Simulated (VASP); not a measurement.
HfO2:

```
CELL_PARAMETERS angstrom
0.00000 2.66064 2.66064
2.66064 0.00000 2.66064
2.66064 2.66064 0.00000
ATOMIC_POSITIONS crystal
Hf 0.00000 0.00000 0.00000
O 0.75000 0.75000 0.75000
O 0.50000 0.50000 0.50000
```

| Property | Result |
| --- | --- |
| Program | VASP 6.6.1 |
| Task | relaxation of cell and atoms |
| Functional | PBE |
| Potentials or basis | VASP PAW PBE potentials, release 64 (Hf_pv, O) |
| Cutoff | 600 eV |
| k mesh | 6 × 6 × 6 |
| Occupations | gaussian, width 0.1 eV |
| Spin | no spin polarisation |

At the start: pressure -27.4 GPa; volume 12.56 Å³/atom.

Question: How do energy, volume and symmetry change on relaxing?

Answer: Over 4 steps the energy falls by 195.7 meV/atom and the volume is 10.60 Å³/atom (-15.6 %); space group F-43m (No. 216, to 0.05 Å).

The path:
```
step  energy change (eV)  largest force (eV/Å)  pressure (GPa)  volume (Å³)
   1              0.0000                0.0000          -27.43        37.67
   2              0.0647                0.0000           51.54        27.12
   3             -0.5864                0.0000           -1.13        31.93
   4             -0.5870                0.0000           -0.21        31.80
```

Final structure:
```
Hf O
1.0
     0.00000    2.51467    2.51467
     2.51467    0.00000    2.51467
     2.51467    2.51467    0.00000
Hf O
1 2
Direct
  0.00000 0.00000 0.00000
  0.75000 0.75000 0.75000
  0.50000 0.50000 0.50000
```

Caveat: the volume moved by over 15 % at a fixed basis, so the end points are rough.
